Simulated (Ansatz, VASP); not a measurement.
# One calculation of Sn2As2Se, two programs

File INCAR:

```
ALGO = Normal
EDIFF = 1E-6
ENCUT = 520
GGA = PE
ISIF = 2
ISMEAR = 0
LASPH = True
LCHARG = True
LELF = True
LREAL = False
LVHAR = True
LWAVE = False
NBANDS = 30
NELM = 60
PREC = Accurate
SIGMA = 0.1
```

The input KPOINTS:

```
k-points
0
Gamma
  4 4 4
```

Contents of POSCAR:

```
Sn2As2Se
1.0
    2.4116216100     -4.9186625900      0.0000000000
    2.4116216100      4.9186625900      0.0000000000
    0.0000000000      0.0000000000      6.0634922700
Sn As Se
2 2 1
Direct
    0.7481334800      0.7481334800      0.0000000000
    0.2518665200      0.2518665200      0.0000000000
    0.0000000000      0.5000000000      0.0000000000
    0.5000000000      0.0000000000      0.0000000000
    0.5000000000      0.5000000000      0.5000000000
```

Input for Ansatz:

```yaml
crystal:
  lattice:
    - [2.41162161, -4.91866259, 0.0]
    - [2.41162161, 4.91866259, 0.0]
    - [0.0, 0.0, 6.06349227]
  atoms:
    - { symbol: Sn, position: [0.74813348, 0.74813348, 0.0] }
    - { symbol: Sn, position: [0.25186652, 0.25186652, 0.0] }
    - { symbol: As, position: [0.0, 0.5, 0.0] }
    - { symbol: As, position: [0.5, 0.0, 0.0] }
    - { symbol: Se, position: [0.5, 0.5, 0.5] }
basis:
  ecutwfc: 420
kpoints:
  mp_grid: { grid: [4, 4, 4] }
hamiltonian:
  xc: pbe
scf:
  occupations: { method: gaussian, width: 0.1 }
  lower_state_search: "off"
output:
  forces: true
  stress: true
  eigenvalues: true
```

Alike in both runs: task single point; functional PBE; k mesh 4 × 4 × 4; occupations gaussian, width 0.1 eV; no spin polarisation.

|  | VASP | Ansatz |
| --- | --- | --- |
| version | VASP 6.6.1 | Ansatz 0.2.0 |
| potentials or method | VASP PAW PBE potentials, release 64 (Sn_d, As, Se), cutoff 520 eV | scalar-relativistic, plane waves, PAW |
| valence electrons in the cell | 44 | 74 |

|  | VASP | Ansatz | Ansatz less VASP |
| --- | --- | --- | --- |
| gap on the k mesh at the Fermi level (eV) | none | none | - |
| pressure (GPa) | 19.9 | 19.8 | -0.10 |
| traceless stress, the component that is largest in VASP (GPa) | -26.41 | -26.31 | +0.101 |
| rms of the force components (eV/Å) | 0.127 | 0.129 | +0.0022 |

Atom by atom the forces differ by 0.002 eV/Å (rms over components). A gap of «none» marks a metal or a gap that the smearing closes. With one functional, cell and mesh, what is left measures potentials, basis and numerics. VASP's potentials hold 44 valence electrons a cell and Ansatz's 74, so a difference there can come from the potentials and not from the codes.

The k mesh is coarse, so the values compare programs but aren't converged.
